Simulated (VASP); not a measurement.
# GaAs (F-43m) in VASP: notebook

The runs below take GaAs through single point, with PBE-based screened hybrid with 25 % exact exchange.

Program: VASP 6.6.1. These are calculated values, not measurements. Logs are shortened: lines on timing, memory, paths and dates and some standing lists are left out, and cuts for length are marked.

## 1. The cell of the first run

Symmetry: F-43m, No. 216, cubic system. Conventional cell: a = 5.538 Å, b = 5.538 Å, c = 5.538 Å, α = 90.00°, β = 90.00°, γ = 90.00°. As (site symmetry -43m) has 4 Ga at 2.40 Å within 3.2 Å. Within 3.2 Å of Ga (site symmetry -43m) lie 4 As at 2.40 Å.

## 2. Single point, PBE-based screened hybrid with 25 % exact exchange

Input file POSCAR:

```
GaAs
1.0
    0.0000000000      2.7691429914      2.7691429914
    2.7691429914      0.0000000000      2.7691429914
    2.7691429914      2.7691429914      0.0000000000
As Ga
1 1
Direct
    0.7500000000      0.7500000000      0.7500000000
    0.0000000000      0.0000000000      0.0000000000
```

Input file INCAR.step1:

```
PREC = Accurate ; ENCUT = 520
EDIFF = 1E-5 ; ISMEAR = -1
SIGMA = 0.05 ; LREAL = F
LASPH = T ; NELM = 80
ALGO = Normal ; ISIF = 2
LWAVE = T ; LCHARG = F
GGA = PE ; NBANDS = 16
```

Input file INCAR.step2:

```
PREC = Accurate ; ENCUT = 520
EDIFF = 1E-6 ; ISMEAR = -1
SIGMA = 0.05 ; LREAL = F
LASPH = T ; NELM = 80
ALGO = Normal ; ISIF = 2
LWAVE = F ; LCHARG = F
GGA = PE ; LHFCALC = T
AEXX = 0.25 ; HFSCREEN = 0.3
PRECFOCK = Normal ; ISTART = 1
NBANDS = 16
```

Input file KPOINTS:

```
Automatic mesh
0
Gamma
  4 4 4
```

Potentials or basis: VASP PAW PBE potentials, release 64 (As, Ga_d).

Started as:

```console
$ cat potpaw_PBE.64/As/POTCAR potpaw_PBE.64/Ga_d/POTCAR > POTCAR
$ cp INCAR.step1 INCAR
$ mpirun -np 1 vasp_std > vasp.out
$ cp INCAR.step2 INCAR
$ mpirun -np 1 vasp_std > vasp.out
```

OUTCAR:

```text
PREC = Accurate
   ENCUT = 520
   EDIFF = 1E-6
   ISMEAR = -1
   LREAL = F
   LASPH = T
   NELM = 80
   ISIF = 2
   GGA = PE
   LHFCALC = T
   AEXX = 0.25
   HFSCREEN = 0.3
   PRECFOCK = Normal
   ISTART = 1

 ion  position               nearest neighbor table
   1  0.750  0.750  0.750-   2 2.40   2 2.40   2 2.40   2 2.40
   2  0.000  0.000  0.000-   1 2.40   1 2.40   1 2.40   1 2.40

  LATTYP: Found a face centered cubic cell.
 ALAT       =     5.5382859828

  Lattice vectors:

 A1 = (   0.0000000000,   2.7691429914,   2.7691429914)
 A2 = (   2.7691429914,   0.0000000000,   2.7691429914)
 A3 = (   2.7691429914,   2.7691429914,   0.0000000000)

Analysis of symmetry for initial positions (statically):
=====================================================================
 Subroutine PRICEL returns:
 Original cell was already a primitive cell.

 Routine SETGRP: Setting up the symmetry group for a
 face centered cubic supercell.

 Subroutine GETGRP returns: Found 24 space group operations
 (whereof 24 operations were pure point group operations)
 out of a pool of 48 trial point group operations.

The static configuration has the point symmetry T_d .

Analysis of symmetry for dynamics (positions and initial velocities):
=====================================================================
 Subroutine PRICEL returns:
 Original cell was already a primitive cell.

 Routine SETGRP: Setting up the symmetry group for a
 face centered cubic supercell.

 Subroutine GETGRP returns: Found 24 space group operations
 (whereof 24 operations were pure point group operations)
 out of a pool of 48 trial point group operations.

The dynamic configuration has the point symmetry T_d .

 Subroutine INISYM returns: Found 24 space group operations
 (whereof 24 operations are pure point group operations),
 and found     1 'primitive' translations

----------------------------------------------------------------------------------------

                                     Primitive cell

  volume of cell :      42.4684

  direct lattice vectors                    reciprocal lattice vectors
     0.000000000  2.769142991  2.769142991    -0.180561279  0.180561279  0.180561279
     2.769142991  0.000000000  2.769142991     0.180561279 -0.180561279  0.180561279
     2.769142991  2.769142991  0.000000000     0.180561279  0.180561279 -0.180561279

  length of vectors
     3.916159575  3.916159575  3.916159575     0.312741309  0.312741309  0.312741309

  position of ions in fractional coordinates (direct lattice)
     0.750000000  0.750000000  0.750000000
     0.000000000  0.000000000  0.000000000

  ion indices of the primitive-cell ions
   primitive index   ion index
                 1           1
                 2           2

----------------------------------------------------------------------------------------

 KPOINTS: Automatic mesh

Automatic generation of k-mesh.
 Grid dimensions read from file:
 generate k-points for:    4    4    4

 Generating k-lattice:

  Cartesian coordinates                     Fractional coordinates (reciprocal lattice)
    -0.045140320  0.045140320  0.045140320     0.250000000  0.000000000  0.000000000
     0.045140320 -0.045140320  0.045140320     0.000000000  0.250000000  0.000000000
     0.045140320  0.045140320 -0.045140320     0.000000000  0.000000000  0.250000000

  Length of vectors
     0.078185327  0.078185327  0.078185327

  Shift w.r.t. Gamma in fractional coordinates (k-lattice)
     0.000000000  0.000000000  0.000000000

 Subroutine IBZKPT returns following result:
 ===========================================

 Found      8 irreducible k-points:

 Following reciprocal coordinates:
            Coordinates               Weight
  0.000000  0.000000  0.000000      1.000000
  0.250000  0.000000  0.000000      8.000000
  0.500000  0.000000  0.000000      4.000000
  0.250000  0.250000  0.000000      6.000000
  0.500000  0.250000  0.000000     24.000000
 -0.250000  0.250000  0.000000     12.000000
  0.500000  0.500000  0.000000      3.000000
 -0.250000  0.500000  0.250000      6.000000
   k-points           NKPTS =      8   k-points in BZ     NKDIM =     64   number of bands    NBANDS=     16
   number of dos      NEDOS =    301   number of ions     NIONS =      2
   total plane-waves  NPLWV =  27000
   dimension x,y,z NGX =    30 NGY =   30 NGZ =   30
   dimension x,y,z NGXF=    60 NGYF=   60 NGZF=   60
   ions per type =               1   1
   NGX,Y,Z   is equivalent  to a cutoff of  12.74, 12.74, 12.74 a.u.
   NGXF,Y,Z  is equivalent  to a cutoff of  25.47, 25.47, 25.47 a.u.
 SYSTEM =  unknown system
   PREC   = accura    normal or accurate (medium, high low for compatibility)
   ISTART =      1    job   : 0-new  1-cont  2-samecut
   ICHARG =      0    charge: 1-file 2-atom 10-const
   ISPIN  =      1    spin polarized calculation?
   LNONCOLLINEAR =      F non collinear calculations
   LSORBIT =      F    spin-orbit coupling
   LASPH  =      T    aspherical Exc in radial PAW
   ENCUT  =  520.0 eV  38.22 Ry    6.18 a.u.   7.28  7.28  7.28*2*pi/ulx,y,z
   NELM   =     80;   NELMIN=  2; NELMDL=  0     # of ELM steps
   EDIFF  = 0.1E-05   stopping-criterion for ELM
   LREAL  =      F    real-space projection
   EDIFFG = 0.1E-04   stopping-criterion for IOM
   NSW    =      0    number of steps for IOM
   IBRION =     -1    ionic relax: 0-MD 1-quasi-New 2-CG
   NFREE  =      0    steps in history (QN), initial steepest desc. (CG)
   ISIF   =      2    stress and relaxation
   ISYM   =      3    0-nonsym 1-usesym 2-fastsym
   POTIM  = 0.5000    time-step for ionic-motion
   TEBEG  =    0.0;   TEEND  =   0.0 temperature during run
   PSTRESS=    0.0 pullay stress
   NELECT =      18.0000    total number of electrons
   NUPDOWN=      -1.0000    fix difference up-down
   EMIN   =  10.00;   EMAX   =-10.00  energy-range for DOS
   EFERMI =   0.00;   METHOD = LEGACY
   ISMEAR =    -1;   SIGMA  =   0.05  broadening in eV -4-tet -1-fermi 0-gaus
   EFERMI_NEDOS =   21; number of points for ismear=-14 and -15
   IALGO  =     38    algorithm
   IMIX   =      1    mixing-type and parameters
     AMIX     =   0.40;   BMIX     =  1.00
     AMIX_MAG =   1.60;   BMIX_MAG =  1.00
  volume/ion in A,a.u.               =      21.23       143.30
  Fermi-wavevector in a.u.,A,eV,Ry     =   1.229731  2.323856 20.575267  1.512239
  Thomas-Fermi vector in A             =   2.364607
   LORBIT       =      0    0 simple, 1 ext, 2 COOP (PROOUT), +10 PAW based schemes
   GGA     = PE    functional components
   LHFCALC =     T    Hartree Fock is set to
   PRECFOCK=normal    Normal, Fast or Accurate (Low or Medium for compatibility)
   ENCUT4O =  -1.0   cutoff for four orbital integrals eV
   NKREDX  =     1    reduce k-point grid by
   NKREDY  =     1    reduce k-point grid by
   NKREDZ  =     1    reduce k-point grid by
   AEXX    =    0.2500 exact exchange contribution
   HFSCREEN=    0.3000 screening length (either q_TF or 0.3 A-1)
   HFSCREENC=   0.3000 screening length for correlation (either q_TF or 0.3 A-1)
   ENCUTFOCK=  -1.0 apply spherical cutoff to Coloumb kernel
   IVDW    =     0    specifies the selected vdW correction
   LEPSILON=     F    determine dielectric tensor
   LRPA    =     F    only Hartree local field effects (RPA)
 non-spin polarized calculation
  energy-cutoff  :      520.00
  volume of cell :       42.47
 maximum number of plane-waves:      1162
 NGX is ok and might be reduce to    30
  NGX = 24; NGY = 24; NGZ = 24

 number of electron      18.0000010 magnetization

 Free energy of the ion-electron system (eV)
  ---------------------------------------------------
  ext. energy  EPLUGINS =         0.00000000
  ---------------------------------------------------
  free energy    TOTEN  =        -9.33690498 eV

  energy without entropy =       -9.33690498  energy(sigma->0) =       -9.33690498

 E-fermi :   5.0945     XC(G=0):  -8.3071

 val. band max:        4.2080238382   @ k =   0.0000   0.0000   0.0000
 cond. band min:       6.0136578738   @ k =   0.5000   0.5000   0.0000
 fundamental gap:      1.8056340356
 Fermi energy:         5.0945439409

 k-point     1 :       0.0000    0.0000    0.0000
  band No.  band energies     occupation
      1     -13.1712      2.00000
      2     -13.1712      2.00000
      3     -13.1712      2.00000
      4     -13.0752      2.00000
      5     -13.0752      2.00000
      6     -10.1076      2.00000
[... 8 lines left out ...]
     15      15.2611      0.00000
     16      15.2611      0.00000

 k-point     2 :       0.2500    0.0000    0.0000
  band No.  band energies     occupation
      1     -13.2066      2.00000
      2     -13.1585      2.00000
      3     -13.1585      2.00000
      4     -13.0750      2.00000
      5     -13.0750      2.00000
      6      -9.2960      2.00000
[... 8 lines left out ...]
     15      14.0590      0.00000
     16      14.0835      0.00000

 k-point     3 :       0.5000    0.0000    0.0000
  band No.  band energies     occupation
      1     -13.2389      2.00000
      2     -13.1489      2.00000
      3     -13.1489      2.00000
      4     -13.0718      2.00000
      5     -13.0718      2.00000
      6      -7.9913      2.00000
[... 8 lines left out ...]
     15      17.3563      0.00000
     16      17.3563      0.00000

 k-point     4 :       0.2500    0.2500    0.0000
  band No.  band energies     occupation
      1     -13.2278      2.00000
      2     -13.1444      2.00000
      3     -13.1444      2.00000
      4     -13.0878      2.00000
      5     -13.0683      2.00000
      6      -9.0177      2.00000
[... 8 lines left out ...]
     15      16.3477      0.00000
     16      17.0029      0.00000

 k-point     5 :       0.5000    0.2500    0.0000
  band No.  band energies     occupation
      1     -13.2519      2.00000
      2     -13.1368      2.00000
      3     -13.1315      2.00000
      4     -13.0877      2.00000
      5     -13.0679      2.00000
      6      -7.6468      2.00000
[... 8 lines left out ...]
     15      17.4705      0.00000
     16      18.1821      0.00000

 k-point     6 :      -0.2500    0.2500    0.0000
  band No.  band energies     occupation
      1     -13.2367      2.00000
      2     -13.1446      2.00000
      3     -13.1430      2.00000
      4     -13.0775      2.00000
      5     -13.0754      2.00000
      6      -8.1569      2.00000
[... 8 lines left out ...]
     15      15.8730      0.00000
     16      18.3245      0.00000

 k-point     7 :       0.5000    0.5000    0.0000
  band No.  band energies     occupation
      1     -13.2736      2.00000
      2     -13.1164      2.00000
      3     -13.1164      2.00000
      4     -13.1034      2.00000
      5     -13.0614      2.00000
      6      -7.0823      2.00000
[... 8 lines left out ...]
     15      18.7653      0.00000
     16      18.7901      0.00000

 k-point     8 :      -0.2500    0.5000    0.2500
  band No.  band energies     occupation
      1     -13.2583      2.00000
      2     -13.1365      2.00000
      3     -13.1205      2.00000
      4     -13.0883      2.00000
      5     -13.0709      2.00000
      6      -7.0074      2.00000
[... 8 lines left out ...]
     15      17.8845      0.00000
     16      18.9434      0.00000

------------------------ aborting loop because EDIFF is reached ----------------------------------------

  FORCE on cell =-STRESS in cart. coord.  units (eV):
  Direction    XX          YY          ZZ          XY          YZ          ZX
  --------------------------------------------------------------------------------------
  -------------------------------------------------------------------------------------
  Total        1.8957670      1.8957670      1.8957670      0.0000000      0.0000000      0.0000000
  in kB       71.5203136     71.5203136     71.5203136      0.0000000      0.0000000      0.0000000
  external PRESSURE =      71.5203136 kB  Pullay stress =       0.0000000 kB

 VOLUME and BASIS-vectors are now :
 -----------------------------------------------------------------------------
  energy-cutoff  :      520.00
  volume of cell :       42.47
      direct lattice vectors                 reciprocal lattice vectors
     0.000000000  2.769142991  2.769142991    -0.180561279  0.180561279  0.180561279
     2.769142991  0.000000000  2.769142991     0.180561279 -0.180561279  0.180561279
     2.769142991  2.769142991  0.000000000     0.180561279  0.180561279 -0.180561279

 POSITION                                       TOTAL-FORCE (eV/Angst)
 -----------------------------------------------------------------------------------
      4.15371      4.15371      4.15371        -0.000000     -0.000000      0.000000
      0.00000      0.00000      0.00000         0.000000      0.000000     -0.000000
 -----------------------------------------------------------------------------------
    total drift:                                0.000060      0.000064      0.000047

  FREE ENERGIE OF THE ION-ELECTRON SYSTEM (eV)
  ---------------------------------------------------
  free  energy   TOTEN  =        -9.3369049842 eV

  energy  without entropy=       -9.3369049805  energy(sigma->0) =       -9.33690498
```

Wall time 11 min (1 thread of AMD EPYC 7R43 (Zen 3), shared host); peak memory 0.24 GiB.

Results:

```
Free energy            : -9.3369 eV
Pressure               : 7.2 GPa
Band gap on the k mesh : 1.81 eV (least direct gap 1.82 eV)
```

Caveat: the k points lie up to 0.49 Å⁻¹ apart; the PAW data sets were made with another functional, which shifts forces and pressure a little. A k mesh can miss the band edges.

## 3. Single point, PBE-based screened hybrid with 25 % exact exchange

This run uses another cell than the first one, of 21.69 Å³/atom.

Input file POSCAR:

```
GaAs
1.0
    0.0000000000      2.7886446409      2.7886446409
    2.7886446409      0.0000000000      2.7886446409
    2.7886446409      2.7886446409      0.0000000000
As Ga
1 1
Direct
    0.7500000000      0.7500000000      0.7500000000
    0.0000000000      0.0000000000      0.0000000000
```

Input file INCAR.step1:

```
SYSTEM = GaAs
PREC = Accurate ; ENCUT = 520
EDIFF = 1E-5 ; ISMEAR = -1
SIGMA = 0.05 ; LREAL = .FALSE.
LASPH = .TRUE. ; NELM = 60
ALGO = Normal ; ISIF = 2
LWAVE = .TRUE. ; LCHARG = .FALSE.
GGA = PE ; NBANDS = 16
```

Input file INCAR.step2:

```
SYSTEM = GaAs
PREC = Accurate ; ENCUT = 520
EDIFF = 1E-6 ; ISMEAR = -1
SIGMA = 0.05 ; LREAL = .FALSE.
LASPH = .TRUE. ; NELM = 60
ALGO = Normal ; ISIF = 2
LWAVE = .FALSE. ; LCHARG = .FALSE.
GGA = PE ; LHFCALC = .TRUE.
AEXX = 0.25 ; HFSCREEN = 0.3
PRECFOCK = Normal ; ISTART = 1
NBANDS = 16
```

Input file KPOINTS:

```
Automatic mesh
0
G
  4 4 4
  0 0 0
```

Potentials or basis: VASP PAW PBE potentials, release 64 (As, Ga_d).

Started as:

```console
$ cat potpaw_PBE.64/As/POTCAR potpaw_PBE.64/Ga_d/POTCAR > POTCAR
$ cp INCAR.step1 INCAR
$ mpirun -np 1 vasp_std > vasp.out
$ cp INCAR.step2 INCAR
$ mpirun -np 1 vasp_std > vasp.out
```

Run time: 7.7 min. Hardware: 1 thread of AMD EPYC 7R43 (Zen 3), shared host; peak memory 0.24 GiB.

The run converged. Its results:

```
Free energy            : -9.3712 eV
Pressure               : 5.1 GPa
Band gap on the k mesh : 1.64 eV
```

Levels at points of the mesh, in eV from the valence-band top:
```csv
k point,band 7,band 8,band 9,band 10,band 11,band 12
"(0.00, 0.00, 0.00)",0.00,0.00,0.00,1.64,4.38,4.38
"(0.50, 0.00, 0.00)",-7.34,-1.28,-1.28,1.76,5.29,5.29
"(0.50, 0.50, 0.00)",-7.48,-3.01,-3.01,1.85,2.16,11.63
```

Caveat: the k points lie up to 0.49 Å⁻¹ apart; the PAW data sets were made with another functional, which shifts forces and pressure a little.

(Continued in part 2 of 2.)
